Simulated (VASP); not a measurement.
# GaN: relaxation of shape and atoms at fixed volume with r2SCAN

GaN:

```
Ga N
1.0
     3.15094    0.00000    0.00000
    -1.57547    2.72880    0.00000
     0.00000    0.00000    5.13123
Ga N
2 2
Direct
  0.33333 0.66667 0.99911
  0.66667 0.33333 0.49911
  0.33333 0.66667 0.37589
  0.66667 0.33333 0.87589
```

* Program: VASP 6.6.1
* Task: relaxation of shape and atoms at fixed volume
* Functional: r2SCAN
* Potentials or basis: VASP PAW PBE potentials, release 64 (Ga_d, N)
* Cutoff: 660 eV
* k mesh: 12 × 12 × 6
* Occupations: gaussian, width 0.02 eV
* Spin: no spin polarisation
* Dipole correction: no
* Further INCAR settings: ALGO = Normal; EDIFF = 1e-07; IBRION = 2; EDIFFG = -0.01; NSW = 50; ISIF = 4

```
Pressure after relaxing      : 7.6 GPa
Largest force after relaxing : 0.007 eV/Å
Band gap on the k mesh       : 2.56 eV
```

Forces on the atoms (eV/Å):
```
Ga   0.000  0.000  0.007
Ga   0.000  0.000  0.007
N    0.000  0.000 -0.007
N    0.000  0.000 -0.007
```

Stress tensor (GPa, compression positive):
```
7.59 0.00 0.00
0.00 7.59 0.00
0.00 0.00 7.52
```

Final structure:
```xyz
4
Lattice="3.1509 0.0000 0.0000 -1.5755 2.7288 0.0000 0.0000 0.0000 5.1312" Properties=species:S:1:pos:R:3 pbc="T T T"
Ga    0.0000    1.8192    5.1267
Ga    1.5755    0.9096    2.5610
N     0.0000    1.8192    1.9288
N     1.5755    0.9096    4.4944
```

Levels at points of the mesh, in eV from the valence-band top:
| k point | band 14 | band 15 | band 16 | band 17 | band 18 | band 19 | band 20 | band 21 | band 22 |
| --- | --- | --- | --- | --- | --- | --- | --- | --- | --- |
| (0.00, 0.00, 0.00) | -1.11 | -1.11 | -0.04 | 0.00 | 0.00 | 2.56 | 5.02 | 10.15 | 10.77 |
| (0.50, 0.00, 0.00) | -5.51 | -4.44 | -2.95 | -2.33 | -1.07 | 5.68 | 6.30 | 6.65 | 9.62 |
| (0.00, 0.00, 0.50) | -3.99 | -0.57 | -0.57 | -0.57 | -0.57 | 4.97 | 4.97 | 9.35 | 9.35 |
| (0.50, 0.00, 0.50) | -6.89 | -2.09 | -2.09 | -2.02 | -2.02 | 5.00 | 5.00 | 8.62 | 8.62 |

Run time: 21 min on 1 thread of Oxide Virtual Turin-like Processor (shared host), peak memory 0.22 GiB.

Caveat: the relaxation stopped at its first step, so nothing moved; the PAW data sets were made with another functional, which shifts forces and pressure a little.
